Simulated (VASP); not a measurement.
Here is a VASP 6.6.1 calculation.

The input INCAR:

```
PREC = Accurate
ENCUT = 520
EDIFF = 1E-6
ISMEAR = 0
SIGMA = 0.1
LREAL = F
LASPH = T
NELM = 60
ALGO = Normal
ISIF = 2
LWAVE = F
LCHARG = F
GGA = PE
NBANDS = 20
```

KPOINTS

```
Automatic mesh
0
Gamma
  14 14 14
```

File POSCAR:

```
BeBr3
1.0
   -1.9596559673      1.9596559673      7.5242689380
    1.9596559673     -1.9596559673      7.5242689380
    1.9596559673      1.9596559673     -7.5242689380
Be Br
1 3
Direct
    0.0000000000      0.0000000000      0.0000000000
    0.5000000000      0.5000000000      0.0000000000
    0.2500000000      0.7500000000      0.5000000000
    0.7500000000      0.2500000000      0.5000000000
```

Potentials or basis: VASP PAW PBE potentials, release 64 (Be, Br).

The run is started by

```bash
$ cat potpaw_PBE.64/Be/POTCAR potpaw_PBE.64/Br/POTCAR > POTCAR
$ mpirun -np 1 vasp_std > vasp.out
```

(1) What does it give for the pressure?

Answers

(1) 0.0 GPa.

Caveat: an odd number of electrons without spin polarisation forces a metal; a magnetic or distorted state may lie lower.
